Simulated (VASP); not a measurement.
# ZnAu (Pm-3m) in VASP: further runs, part 2 of 2

VASP 6.6.1. Earlier steps stand in the parts before.

## 4. Electric field gradients, PBEsol (volume scaled by 1.01)

The input, INCAR:

```
SYSTEM = ZnAu
PREC     = Accurate       ! precision mode
ENCUT    = 520            ! plane-wave cutoff, eV
EDIFF    = 1E-8           ! SCF threshold, eV
ISMEAR   = -1             ! smearing method
SIGMA    = 0.05           ! smearing width, eV
LREAL    = .False.        ! projectors in reciprocal space
LASPH    = .True.         ! aspherical terms in the spheres
NELM     = 80             ! most SCF steps
ALGO     = Normal         ! electronic algorithm
ISIF     = 2              ! what is computed and relaxed
LWAVE    = .False.        ! write WAVECAR
LCHARG   = .False.        ! write CHGCAR
GGA      = PS             ! functional
LEFG     = .True.       
NBANDS   = 18             ! bands
```

The input, KPOINTS:

```
regular mesh
0
Gamma
  13 13 13
  0 0 0
```

The input, POSCAR:

```
ZnAu
1.0
    3.1574552263      0.0000000000      0.0000000000
    0.0000000000      3.1574552263      0.0000000000
    0.0000000000      0.0000000000      3.1574552263
Zn Au
1 1
Direct
    0.5000000000      0.5000000000      0.5000000000
    0.0000000000      0.0000000000      0.0000000000
```

Potentials or basis: VASP PAW PBE potentials, release 64 (Zn, Au).

On the command line:

```
$ cat potpaw_PBE.64/Zn/POTCAR potpaw_PBE.64/Au/POTCAR > POTCAR
$ mpirun -np 1 vasp_std > vasp.out
```

OUTCAR:

```text
SYSTEM = ZnAu
   PREC = Accurate
   ENCUT = 520
   EDIFF = 1E-8
   ISMEAR = -1
   LREAL = .False.
   LASPH = .True.
   NELM = 80
   ISIF = 2
   GGA = PS

 ion  position               nearest neighbor table
   1  0.500  0.500  0.500-   2 2.73   2 2.73   2 2.73   2 2.73   2 2.73   2 2.73   2 2.73   2 2.73

   2  0.000  0.000  0.000-   1 2.73   1 2.73   1 2.73   1 2.73   1 2.73   1 2.73   1 2.73   1 2.73

  LATTYP: Found a simple cubic cell.
 ALAT       =     3.1574552263

  Lattice vectors:

 A1 = (   3.1574552263,   0.0000000000,   0.0000000000)
 A2 = (   0.0000000000,   3.1574552263,   0.0000000000)
 A3 = (   0.0000000000,   0.0000000000,   3.1574552263)

Analysis of symmetry for initial positions (statically):
=====================================================================
 Subroutine PRICEL returns:
 Original cell was already a primitive cell.

 Routine SETGRP: Setting up the symmetry group for a
 simple cubic supercell.

 Subroutine GETGRP returns: Found 48 space group operations
[... 693 lines left out ...]
     3.157455226  0.000000000  0.000000000     0.316710746  0.000000000  0.000000000
     0.000000000  3.157455226  0.000000000     0.000000000  0.316710746  0.000000000
     0.000000000  0.000000000  3.157455226     0.000000000  0.000000000  0.316710746

 POSITION                                       TOTAL-FORCE (eV/Angst)
 -----------------------------------------------------------------------------------
      1.57873      1.57873      1.57873         0.000000      0.000000      0.000000
      0.00000      0.00000      0.00000         0.000000      0.000000      0.000000
 -----------------------------------------------------------------------------------
    total drift:                                0.000000      0.000000     -0.000000

  FREE ENERGIE OF THE ION-ELECTRON SYSTEM (eV)
  ---------------------------------------------------
  free  energy   TOTEN  =        -5.9446634475 eV

  energy  without entropy=       -5.9383257473  energy(sigma->0) =       -5.94149460

 Electric field gradients (V/A^2)
---------------------------------------------------------------------
 ion       V_xx      V_yy      V_zz      V_xy      V_xz      V_yz
---------------------------------------------------------------------
   1       0.000     0.000    -0.000     0.000    -0.000     0.000
   2       0.000    -0.000     0.000    -0.000    -0.000     0.000
---------------------------------------------------------------------

 Electric field gradients after diagonalization (V/A^2)
 (convention: |V_zz| > |V_xx| > |V_yy|)
----------------------------------------------------------------------
 ion       V_xx      V_yy      V_zz     asymmetry (V_yy - V_xx)/ V_zz
----------------------------------------------------------------------
   1      -0.000     0.000     0.000       0.576
   2      -0.000     0.000     0.000       0.467
----------------------------------------------------------------------

           NMR quadrupolar parameters

 Cq : quadrupolar parameter    Cq=e*Q*V_zz/h
 eta: asymmetry parameters     (V_yy - V_xx)/ V_zz
 Q  : nuclear electric quadrupole moment in mb (millibarn)
----------------------------------------------------------------------
 ion       Cq(MHz)       eta       Q (mb)
----------------------------------------------------------------------
   1       0.000       0.576       1.000
   2       0.000       0.467       1.000
----------------------------------------------------------------------
```

OSZICAR:

```text
N       E                     dE             d eps       ncg     rms          rms(c)
DAV:   1     0.130531072404E+03    0.13053E+03   -0.11445E+04  3122   0.165E+03
DAV:   2    -0.100101354171E+01   -0.13153E+03   -0.12537E+03  3068   0.312E+02
DAV:   3    -0.646426432426E+01   -0.54633E+01   -0.54272E+01  3410   0.691E+01
DAV:   4    -0.651018884734E+01   -0.45925E-01   -0.45909E-01  3296   0.562E+00
DAV:   5    -0.651069149359E+01   -0.50265E-03   -0.50264E-03  3276   0.636E-01    0.850E+00
DAV:   6    -0.598238498171E+01    0.52831E+00   -0.15457E+00  3270   0.144E+01    0.526E+00
DAV:   7    -0.595461660792E+01    0.27768E-01   -0.34113E-02  4184   0.328E+00    0.284E+00
DAV:   8    -0.594464150428E+01    0.99751E-02   -0.80898E-03  3200   0.956E-01    0.127E-01
DAV:   9    -0.594465858299E+01   -0.17079E-04   -0.38183E-04  3614   0.250E-01    0.643E-02
DAV:  10    -0.594466344505E+01   -0.48621E-05   -0.30485E-05  3704   0.604E-02    0.176E-02
DAV:  11    -0.594466356765E+01   -0.12261E-06   -0.37263E-06  3332   0.281E-02    0.423E-03
DAV:  12    -0.594466347855E+01    0.89105E-07   -0.56443E-08  3642   0.622E-03    0.136E-03
DAV:  13    -0.594466344431E+01    0.34237E-07   -0.12692E-08  1806   0.132E-03    0.814E-05
DAV:  14    -0.594466344748E+01   -0.31705E-08   -0.15085E-09  1634   0.416E-04
   1 F= -.59446634E+01 E0= -.59414946E+01  d E =-.633770E-02
```

Run time: 22 s. Hardware: 1 thread of Intel Xeon Platinum 8488C (Sapphire Rapids), shared host; peak memory 0.17 GiB.

What came out:

| Item | Value |
| --- | --- |
| Free energy | -5.9447 eV |
| Pressure | -3.5 GPa |

Caveat: without QUAD_EFG the Cq values of the log hold for a quadrupole moment of 1 mb, not for the nuclei; the PAW data sets were made with another functional, which shifts forces and pressure a little; spin-orbit coupling is left out, which moves the levels of the heavy elements.

## 5. Summary

| cell | gap on the mesh (eV) | pressure (GPa) |
| --- | --- | --- |
| a = 3.083 Å, 2 atoms | none | 7.3 |
| a = 3.126 Å, 2 atoms | none | 0.6 |
| a = 3.157 Å, 2 atoms | none | -3.5 |

Alike in all rows: task electric field gradients; level PBEsol; potentials or basis VASP PAW PBE potentials, release 64 (Zn, Au); no spin polarisation; k mesh 13 × 13 × 13; cutoff (eV) 520; smearing fermi-dirac 0.05 eV.

Caveats: the PAW data sets were made with another functional, which shifts forces and pressure a little; spin-orbit coupling is left out, which moves the levels of the heavy elements.

Absolute energies hang on the potentials; compare differences alone.
